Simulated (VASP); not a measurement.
# AlCo (P4/mmm) in VASP: further runs, part 2 of 2

VASP 6.6.1.

### Step 3. Single point, LDA

INCAR reads:

```
SYSTEM = AlCo
PREC = Accurate
ENCUT = 520
EDIFF = 1E-6
ISMEAR = 0
SIGMA = 0.1
LREAL = .FALSE.
LASPH = .TRUE.
NELM = 60
ALGO = Normal
ISIF = 2
LWAVE = .FALSE.
LCHARG = .FALSE.
GGA = CA
NBANDS = 20
```

KPOINTS reads:

```
regular mesh
0
G
  9 9 12
  0 0 0
```

POSCAR reads:

```
AlCo
1.0
    3.9621891199      0.0000000000      0.0000000000
    0.0000000000      3.9621891199      0.0000000000
    0.0000000000      0.0000000000      2.7841833482
Al Co
2 2
Direct
    0.0000000000      0.0000000000      0.0000000000
    0.5000000000      0.5000000000      0.0000000000
    0.5000000000      0.0000000000      0.5000000000
    0.0000000000      0.5000000000      0.5000000000
```

Potentials or basis: VASP PAW LDA potentials, release 64 (Al, Co).

The run is started by

```sh
cat potpaw_LDA.64/Al/POTCAR potpaw_LDA.64/Co/POTCAR > POTCAR
mpirun -np 1 vasp_std > vasp.out
```

OUTCAR:

```text
SYSTEM = AlCo
   PREC = Accurate
   ENCUT = 520
   EDIFF = 1E-6
   ISMEAR = 0
   LREAL = .FALSE.
   LASPH = .TRUE.
   NELM = 60
   ISIF = 2
   GGA = CA

 ion  position               nearest neighbor table
   1  0.000  0.000  0.000-   3 2.42   4 2.42   3 2.42   4 2.42   4 2.42   4 2.42   3 2.42   3 2.42
                             2 2.80   2 2.80   2 2.80   2 2.80
   2  0.500  0.500  0.000-   3 2.42   4 2.42   3 2.42   4 2.42   3 2.42   3 2.42   4 2.42   4 2.42
                             1 2.80   1 2.80   1 2.80   1 2.80
   3  0.500  0.000  0.500-   1 2.42   2 2.42   1 2.42   2 2.42   2 2.42   2 2.42   1 2.42   1 2.42
                             4 2.80   4 2.80   4 2.80   4 2.80
   4  0.000  0.500  0.500-   1 2.42   2 2.42   1 2.42   2 2.42   1 2.42   1 2.42   2 2.42   2 2.42
                             3 2.80   3 2.80   3 2.80   3 2.80
[... 7 lines left out ...]
 A1 = (   3.9621891199,   0.0000000000,   0.0000000000)
 A2 = (   0.0000000000,   3.9621891199,   0.0000000000)
 A3 = (   0.0000000000,   0.0000000000,   2.7841833482)

Analysis of symmetry for initial positions (statically):
=====================================================================
 Subroutine PRICEL returns following result:

  LATTYP: Found a simple tetragonal cell.
 ALAT       =     2.8016907950
 C/A-ratio  =     0.9937511138

  Lattice vectors:

[... 183 lines left out ...]
  free energy    TOTEN  =       -27.42116595 eV

  energy without entropy =      -27.41355240  energy(sigma->0) =      -27.41735918

 E-fermi :  11.0958     XC(G=0): -12.7957

 val. band max:       11.0832367285   @ k =   0.3333   0.3333   0.4167
 cond. band min:      11.1010365400   @ k =   0.4444   0.4444   0.3333
 fundamental gap:      0.0177998115
 Fermi energy:        11.0957962088

 k-point     1 :       0.0000    0.0000    0.0000
  band No.  band energies     occupation
      1      -0.3139      2.00000
      2       5.5721      2.00000
      3       7.7708      2.00000
      4       7.8273      2.00000
      5       7.8393      2.00000
      6       8.3279      2.00000
[... 541 lines left out ...]
     19      20.6397      0.00000
     20      22.1073      0.00000

 [... further k-points ...]
[... 5 lines left out ...]
  --------------------------------------------------------------------------------------
  -------------------------------------------------------------------------------------
  Total       -0.1331395     -0.1331395      0.2072462      0.0000000      0.0000000     -0.0000000
  in kB       -4.8803315     -4.8803315      7.5967705      0.0000000      0.0000000     -0.0000000
  external PRESSURE =      -0.7212975 kB  Pullay stress =       0.0000000 kB

 VOLUME and BASIS-vectors are now :
 -----------------------------------------------------------------------------
  energy-cutoff  :      520.00
  volume of cell :       43.71
      direct lattice vectors                 reciprocal lattice vectors
     3.962189120  0.000000000  0.000000000     0.252385732  0.000000000  0.000000000
     0.000000000  3.962189120  0.000000000     0.000000000  0.252385732  0.000000000
     0.000000000  0.000000000  2.784183348     0.000000000  0.000000000  0.359171748

 POSITION                                       TOTAL-FORCE (eV/Angst)
 -----------------------------------------------------------------------------------
      0.00000      0.00000      0.00000         0.000000     -0.000000     -0.000000
      1.98109      1.98109      0.00000        -0.000000      0.000000      0.000000
      1.98109      0.00000      1.39209         0.000000     -0.000000     -0.000000
      0.00000      1.98109      1.39209         0.000000     -0.000000     -0.000000
 -----------------------------------------------------------------------------------
    total drift:                                0.000000      0.000000     -0.000000

  FREE ENERGIE OF THE ION-ELECTRON SYSTEM (eV)
  ---------------------------------------------------
  free  energy   TOTEN  =       -27.4211659549 eV

  energy  without entropy=      -27.4135523969  energy(sigma->0) =      -27.41735918
```

stdout:

```text
POSCAR found type information on POSCAR AlCo
 POSCAR found :  2 types and       4 ions
 scaLAPACK will be used
 LDA part: xc-table for (Slater(with rela. corr.)+CA(PZ))
 , standard interpolation
 POSCAR, INCAR and KPOINTS ok, starting setup
 FFT: planning ... GRIDC
 FFT: planning ... GRID_SOFT
 FFT: planning ... GRID
 WAVECAR not read
 entering main loop
```

Run time: 59 s. Hardware: 1 thread of Intel Xeon 6975P-C, shared host; peak memory 0.2 GiB.

Results:

```
Free energy            : -27.4212 eV
Pressure               : -0.1 GPa
Band gap on the k mesh : zero (band 12 reaches 11.83 eV, above the bottom of band 13 at 10.78 eV)
```

Levels at points of the mesh, in eV from the Fermi level:
| k point | band 10 | band 11 | band 12 | band 13 | band 14 | band 15 |
| --- | --- | --- | --- | --- | --- | --- |
| (0.00, 0.00, 0.00) | -0.90 | -0.88 | -0.88 | -0.32 | 2.54 | 3.80 |
| (0.00, 0.00, 0.50) | -0.27 | -0.25 | 0.21 | 2.41 | 2.41 | 2.44 |

Spin polarisation is off, so any magnetic state and its effect on volume and gap are missing.

### Step 4. Single point, LDA

INCAR, as its differences from that of step 3:

```diff
@@ -12,4 +12,6 @@
 LWAVE = .FALSE.
-LCHARG = .FALSE.
+LCHARG = .TRUE.
 GGA = CA
+LELF = .TRUE.
+LVHAR = .TRUE.
 NBANDS = 20
```

KPOINTS reads:

```
Automatic mesh
0
G
  9 9 12
  0 0 0
```

POSCAR, as its differences from that of step 3:

```diff
@@ -4,3 +4,3 @@
     0.0000000000      3.9621891199      0.0000000000
-    0.0000000000      0.0000000000      2.7841833482
+    0.0000000000      0.0000000000      2.7871254452
 Al Co
```

The run is started by

```sh
cat potpaw_LDA.64/Al/POTCAR potpaw_LDA.64/Co/POTCAR > POTCAR
mpirun -np 1 vasp_std > vasp.out
```

Run time: 56 s. Hardware: 1 thread of Intel Xeon 6975P-C, shared host; peak memory 0.2 GiB.

The run converged. Its results:

- Free energy: -27.4213 eV
- Pressure: -0.3 GPa
- Band gap on the k mesh: zero (band 12 reaches 11.80 eV, above the bottom of band 13 at 10.77 eV)

Stress tensor (GPa, compression positive):
```
-0.63  0.00  0.00
 0.00 -0.63  0.00
 0.00  0.00  0.39
```

Levels at points of the mesh, in eV from the Fermi level:
```tsv
k point	band 8	band 9	band 10	band 11	band 12	band 13	band 14	band 15	band 16	band 17
(0.00, 0.00, 0.00)	-1.60	-1.60	-0.90	-0.88	-0.88	-0.31	2.54	3.80	6.16	6.16
(0.00, 0.00, 0.50)	-1.84	-0.77	-0.27	-0.25	0.20	2.42	2.42	2.44	4.55	5.66
```

Spin polarisation is off, so any magnetic state and its effect on volume and gap are missing.
